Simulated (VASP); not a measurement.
# In3As (Pm-3m) in VASP: a series of runs, part 2 of 2

VASP 6.6.1. Earlier steps stand in the parts before.

## Step 4: Relaxation of cell and atoms, PBE+D3(BJ)

This run uses another cell than the first one, of 25.49 Å³/atom.

Input file INCAR:

```
SYSTEM = In3As
PREC = Accurate
ENCUT = 600
EDIFF = 1E-6
ISMEAR = 0
SIGMA = 0.1
LREAL = .FALSE.
LASPH = .TRUE.
NELM = 60
ALGO = Fast
ISIF = 3
LWAVE = .FALSE.
LCHARG = .FALSE.
GGA = PE
IVDW = 12
IBRION = 2
NSW = 100
EDIFFG = -0.005
```

Input file KPOINTS:

```
Automatic mesh
0
G
  10 10 10
  0 0 0
```

Input file POSCAR:

```
In3As
1.0
    4.6716810000      0.0000000000      0.0000000000
    0.0000000000      4.6716810000      0.0000000000
    0.0000000000      0.0000000000      4.6716810000
In As
3 1
Direct
    0.0000000000      0.5000000000      0.5000000000
    0.5000000000      0.0000000000      0.5000000000
    0.5000000000      0.5000000000      0.0000000000
    0.0000000000      0.0000000000      0.0000000000
```

Potentials or basis: VASP PAW PBE potentials, release 64 (In_d, As).

On the command line:

```
$ cat potpaw_PBE.64/In_d/POTCAR potpaw_PBE.64/As/POTCAR > POTCAR
$ mpirun -np 1 vasp_std > vasp.out
```

OUTCAR:

```text
SYSTEM = In3As
   PREC = Accurate
   ENCUT = 600
   EDIFF = 1E-6
   ISMEAR = 0
   LREAL = .FALSE.
   LASPH = .TRUE.
   NELM = 60
   ISIF = 3
   GGA = PE
   IVDW = 12
   IBRION = 2
   NSW = 100
   EDIFFG = -0.005
 IVDW          = 12

 ion  position               nearest neighbor table
   1  0.000  0.500  0.500-   2 3.30   3 3.30   4 3.30   3 3.30   4 3.30   2 3.30   4 3.30   4 3.30
                             2 3.30   3 3.30   3 3.30   2 3.30
   2  0.500  0.000  0.500-   1 3.30   3 3.30   4 3.30   3 3.30   4 3.30   1 3.30   3 3.30   3 3.30
                             1 3.30   4 3.30   4 3.30   1 3.30
   3  0.500  0.500  0.000-   1 3.30   2 3.30   4 3.30   1 3.30   2 3.30   2 3.30   4 3.30   2 3.30
                             1 3.30   4 3.30   1 3.30   4 3.30
   4  0.000  0.000  0.000-   1 3.30   2 3.30   3 3.30   1 3.30   2 3.30   1 3.30   3 3.30   1 3.30
                             2 3.30   3 3.30   2 3.30   3 3.30

  LATTYP: Found a simple cubic cell.
 ALAT       =     4.6716810000

  Lattice vectors:

 A1 = (   4.6716810000,   0.0000000000,   0.0000000000)
 A2 = (   0.0000000000,   4.6716810000,   0.0000000000)
 A3 = (   0.0000000000,   0.0000000000,   4.6716810000)

Analysis of symmetry for initial positions (statically):
=====================================================================
 Subroutine PRICEL returns:
 Original cell was already a primitive cell.

 Routine SETGRP: Setting up the symmetry group for a
 simple cubic supercell.

 Subroutine GETGRP returns: Found 48 space group operations
 (whereof 48 operations were pure point group operations)
 out of a pool of 48 trial point group operations.

The static configuration has the point symmetry O_h .

Analysis of symmetry for dynamics (positions and initial velocities):
=====================================================================
 Subroutine PRICEL returns:
 Original cell was already a primitive cell.

 Routine SETGRP: Setting up the symmetry group for a
 simple cubic supercell.

 Subroutine GETGRP returns: Found 48 space group operations
 (whereof 48 operations were pure point group operations)
 out of a pool of 48 trial point group operations.

The dynamic configuration has the point symmetry O_h .
[... 108 lines left out ...]
   NFREE  =      1    steps in history (QN), initial steepest desc. (CG)
   ISIF   =      3    stress and relaxation
   ISYM   =      2    0-nonsym 1-usesym 2-fastsym
   POTIM  = 0.5000    time-step for ionic-motion
   TEBEG  =    0.0;   TEEND  =   0.0 temperature during run
   PSTRESS=    0.0 pullay stress
   NELECT =      44.0000    total number of electrons
   NUPDOWN=      -1.0000    fix difference up-down
   EMIN   =  10.00;   EMAX   =-10.00  energy-range for DOS
   EFERMI =   0.00;   METHOD = LEGACY
   ISMEAR =     0;   SIGMA  =   0.10  broadening in eV -4-tet -1-fermi 0-gaus
   EFERMI_NEDOS =   21; number of points for ismear=-14 and -15
   IALGO  =     68    algorithm
   IMIX   =      4    mixing-type and parameters
     AMIX     =   0.40;   BMIX     =  1.00
     AMIX_MAG =   1.60;   BMIX_MAG =  1.00
  volume/ion in A,a.u.               =      25.49       172.01
  Fermi-wavevector in a.u.,A,eV,Ry     =   1.237141  2.337858 20.823961  1.530518
  Thomas-Fermi vector in A             =   2.371720
   LORBIT       =      0    0 simple, 1 ext, 2 COOP (PROOUT), +10 PAW based schemes
   GGA     = PE    functional components
   LHFCALC =     F    Hartree Fock is set to
   AEXX    =    0.0000 exact exchange contribution
   IVDW    =    12    specifies the selected vdW correction
   LEPSILON=     F    determine dielectric tensor
   LRPA    =     F    only Hartree local field effects (RPA)
 conjugate gradient relaxation of ions
 non-spin polarized calculation
 RMM-DIIS sequential band-by-band and
 Gauss-broadening in eV      SIGMA  =   0.10
  energy-cutoff  :      600.00
  volume of cell :      101.96
 maximum number of plane-waves:      3448
 NGX is ok and might be reduce to    40
   NGX = 19   NGY = 19   NGZ = 19

--------------------------------------- Ionic step        1  -------------------------------------------

 number of electron      44.0000015 magnetization

 Free energy of the ion-electron system (eV)
  ---------------------------------------------------
  ext. energy  EPLUGINS =         0.00000000
  ---------------------------------------------------
  free energy    TOTEN  =       -12.04041880 eV

  energy without entropy =      -12.02655330  energy(sigma->0) =      -12.03348605

------------------------ aborting loop because EDIFF is reached ----------------------------------------

 Edisp (eV)   -1.39425

 E8    (eV) :    -0.6691
[... 159 lines left out ...]
--------------------------------------- Ionic step        5  -------------------------------------------

 number of electron      43.9999980 magnetization

 Free energy of the ion-electron system (eV)
  ---------------------------------------------------
  ext. energy  EPLUGINS =         0.00000000
  ---------------------------------------------------
  free energy    TOTEN  =       -12.00468943 eV

  energy without entropy =      -11.99089634  energy(sigma->0) =      -11.99779288

 E-fermi :   7.1314     XC(G=0): -10.3466

 val. band max:        7.1229462904   @ k =   0.2000   0.0000   0.0000
 cond. band min:       7.1447616830   @ k =   0.5000   0.3000   0.0000
 fundamental gap:      0.0218153926
 Fermi energy:         7.1314054800

 k-point     1 :       0.0000    0.0000    0.0000
  band No.  band energies     occupation
      1      -7.6481      2.00000
      2      -7.6291      2.00000
      3      -7.6291      2.00000
      4      -7.6291      2.00000
      5      -7.4452      2.00000
      6      -7.4452      2.00000
[... 685 lines left out ...]
     25       9.9176      0.00000
     26      10.0070      0.00000

 [... further k-points ...]

------------------------ aborting loop because EDIFF is reached ----------------------------------------

 Edisp (eV)   -1.45704

 E8    (eV) :    -0.6991
[... 27 lines left out ...]
  FREE ENERGIE OF THE ION-ELECTRON SYSTEM (eV)
  ---------------------------------------------------
  free  energy   TOTEN  =       -13.4617278754 eV

  energy  without entropy=      -13.4479347819  energy(sigma->0) =      -13.45483133

 reached required accuracy - stopping structural energy minimisation
```

It took 4.3 min on 1 thread of Intel Xeon 6975P-C (Granite Rapids), shared host; peak memory 0.37 GiB.

What came out:

```
Free energy                           : -13.4617 eV
Relaxed volume                        : 24.41 Å³/atom
Relaxed cell                          : a = 4.605 Å, b = 4.605 Å, c = 4.605 Å, α = 90.00°, β = 90.00°, γ = 90.00°
Space group after relaxing (to 0.1 Å) : Pm-3m (No. 221)
Energy gained by relaxing             : 6.8 meV/atom
Ionic steps                           : 5
Pressure after relaxing               : 0.0 GPa
Band gap on the k mesh                : zero (bands 22 and 23 overlap by 4.09 eV)
Dispersion energy per atom            : -0.364 eV
```

Step by step:
| step | energy change (eV) | largest force (eV/Å) | pressure (GPa) | volume (Å³) |
| --- | --- | --- | --- | --- |
| 1 | 0.0000 | 0.0000 | -1.85 | 101.96 |
| 2 | -0.0270 | 0.0000 | -0.06 | 97.68 |
| 3 | -0.0271 | 0.0000 | 0.06 | 97.56 |
| 4 | -0.0270 | 0.0000 | -0.05 | 97.69 |
| 5 | -0.0271 | 0.0000 | -0.01 | 97.63 |

Final structure:
```cif
data_structure
_symmetry_space_group_name_H-M 'P 1'
_symmetry_Int_Tables_number 1
_cell_length_a 4.6047
_cell_length_b 4.6047
_cell_length_c 4.6047
_cell_angle_alpha 90.000
_cell_angle_beta 90.000
_cell_angle_gamma 90.000
_cell_volume 97.63
loop_
_atom_site_label
_atom_site_type_symbol
_atom_site_fract_x
_atom_site_fract_y
_atom_site_fract_z
_atom_site_occupancy
In1 In 0.00000 0.50000 0.50000 1
In2 In 0.50000 0.00000 0.50000 1
In3 In 0.50000 0.50000 0.00000 1
As1 As 0.00000 0.00000 0.00000 1
```

Caveat: spin-orbit coupling is left out, which moves the levels of the heavy elements.

## Step 5: Overview

```tsv
task	cell	k mesh	cutoff (eV)	smearing	gap on the mesh (eV)	pressure (GPa)
single point	a = 4.602 Å, 4 atoms	10 × 10 × 10	520	gaussian 0.15 eV	none	0.0
single point	a = 4.602 Å, 4 atoms	12 × 12 × 12	520	gaussian 0.15 eV	none	0.0
relaxation of cell and atoms	relaxed from a = 4.672 Å, 4 atoms	10 × 10 × 10	600	gaussian 0.1 eV	none	0.0
```

Alike in all rows: level PBE+D3(BJ); potentials or basis VASP PAW PBE potentials, release 64 (In_d, As); no spin polarisation.

Caveats: spin-orbit coupling is left out, which moves the levels of the heavy elements.

Total energies depend on the potentials used, so only differences within one code and one set of settings carry meaning.
